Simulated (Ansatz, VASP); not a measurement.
# Si2W: VASP beside Ansatz

```
Si W
1.0
     4.55397    0.00000    0.00000
    -2.27698    3.94385    0.00000
     0.00000    0.00000    6.56966
Si W
6 3
Direct
  0.83604 0.67209 0.50000
  0.16396 0.83604 0.83333
  0.67209 0.83604 0.16667
  0.16396 0.32791 0.50000
  0.83604 0.16396 0.83333
  0.32791 0.16396 0.16667
  0.00000 0.50000 0.16667
  0.50000 0.50000 0.83333
  0.50000 0.00000 0.50000
```

Alike in both runs: functional LDA; k mesh 6 × 6 × 4; occupations gaussian, width 0.1 eV; no spin polarisation.

Ansatz relaxed the structure, and its values are those at the end. VASP's run is a single point on that final structure, the one shown.

```csv
,VASP,Ansatz
version,VASP 6.6.1,Ansatz 0.2.0
potentials or method,"VASP PAW LDA potentials, release 64 (Si, W_sv), cutoff 520 eV","scalar-relativistic, plane waves, PAW"
valence electrons in the cell,66,66
```

```csv
,VASP,Ansatz,Ansatz less VASP
gap on the k mesh at the Fermi level (eV),none,none,-
pressure (GPa),0.4,-0.4,-0.71
rms of the force components (eV/Å),0.009,0.006,-0.0034
```

Ansatz warns that its potentials were made for another functional, while VASP's fit it. LDA's correlation is that of Perdew and Zunger in VASP and of Perdew and Wang (1992) in Ansatz. A gap of «none» marks a metal or a gap that the smearing closes.

Neither program's run includes spin-orbit coupling.
